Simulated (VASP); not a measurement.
Input of a VASP 6.6.1 run:

Contents of INCAR:

```
PREC     = Accurate       # precision mode
ENCUT    = 520            # plane-wave cutoff, eV
EDIFF    = 1E-7           # SCF threshold, eV
ISMEAR   = 0              # smearing method
SIGMA    = 0.05           # smearing width, eV
LREAL    = False          # projectors in reciprocal space
LASPH    = True           # aspherical terms in the spheres
NELM     = 60             # most SCF steps
ALGO     = Normal         # electronic algorithm
ISIF     = 2              # what is computed and relaxed
LWAVE    = False          # write WAVECAR
LCHARG   = False          # write CHGCAR
GGA      = PE             # functional
NBANDS   = 12             # bands
```

Contents of KPOINTS:

```
regular mesh
0
Gamma
  8 8 8
```

File POSCAR:

```
Zn
1.0
    0.0000000000      1.9655130775      1.9655130775
    1.9655130775      0.0000000000      1.9655130775
    1.9655130775      1.9655130775      0.0000000000
Zn
1
Direct
    0.0000000000      0.0000000000      0.0000000000
```

Potentials or basis: VASP PAW PBE potentials, release 64 (Zn).

Launch:

```bash
$ cat potpaw_PBE.64/Zn/POTCAR > POTCAR
$ mpirun -np 1 vasp_std > vasp.out
```

**Question.** What does it give for the pressure?

**Answer.** 0.4 GPa.

**Question.** Estimate the band gap on the k mesh.

**Answer.** Zero (band 6 reaches 5.33 eV, above the bottom of band 7 at 1.69 eV).
